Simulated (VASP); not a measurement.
Set up this calculation in VASP 6.6.1, as the native input.

| Quantity | Value |
| --- | --- |
| Task | single point |
| Functional | r2SCAN |
| Potentials or basis | VASP PAW PBE potentials, release 64 (Mg, O) |
| Cutoff | 520 eV |
| k mesh | 10 × 10 × 10 |
| Occupations | gaussian, width 0.01 eV |
| Spin | no spin polarisation |
| Dipole correction | no |
| Further INCAR settings | ALGO = Normal; EDIFF = 1e-06; NBANDS = 11 |

The system is MgO.

```
Mg O
1.0
     0.00000    2.22514    2.10217
     2.22514    0.00000    2.10217
     2.22514    2.22514    0.00000
Mg O
1 1
Direct
  0.00000 0.00000 0.00000
  0.50000 0.50000 0.50000
```

This cell differs from its parent crystal: biaxial xy strain +5.8%.

One way to write it, as run:

POSCAR

```
MgO
1.0
    0.0000000000      2.2251442107      2.1021674168
    2.2251442107      0.0000000000      2.1021674168
    2.2251442107      2.2251442107      0.0000000000
Mg O
1 1
Direct
    0.0000000000      0.0000000000      0.0000000000
    0.5000000000      0.5000000000      0.5000000000
```

INCAR.step1

```
SYSTEM = MgO
PREC = Accurate
ENCUT = 520
ISMEAR = 0
SIGMA = 0.01
LREAL = .FALSE.
LASPH = .TRUE.
NELM = 80
NBANDS = 11
GGA = PE
ALGO = Normal
EDIFF = 1E-4
LWAVE = .TRUE.
LCHARG = .FALSE.
```

INCAR.step2

```
SYSTEM = MgO
PREC = Accurate
ENCUT = 520
EDIFF = 1E-6
ISMEAR = 0
SIGMA = 0.01
LREAL = .FALSE.
LASPH = .TRUE.
NELM = 80
ALGO = Normal
ISIF = 2
LWAVE = .FALSE.
LCHARG = .FALSE.
METAGGA = R2SCAN
LMIXTAU = .TRUE.
NBANDS = 11
ISTART = 1
```

KPOINTS

```
regular mesh
0
G
  10 10 10
  0 0 0
```

Potentials or basis: VASP PAW PBE potentials, release 64 (Mg, O).

The run is started by

```console
$ cat potpaw_PBE.64/Mg/POTCAR potpaw_PBE.64/O/POTCAR > POTCAR
$ cp INCAR.step1 INCAR
$ mpirun -np 1 vasp_std > vasp.out
$ cp INCAR.step2 INCAR
$ mpirun -np 1 vasp_std > vasp.out
```

Results of the run:

```yaml
Pressure: -15.2 GPa
Band_gap_on_the_k_mesh: 4.52 eV, direct
```

Caveat: the cell differs from its parent crystal (biaxial xy strain +5.8%); the PAW data sets were made with another functional, which shifts forces and pressure a little.

Wall time 53 s on 1 thread of Intel Xeon 6975P-C, on a shared host, peak memory 0.16 GiB.
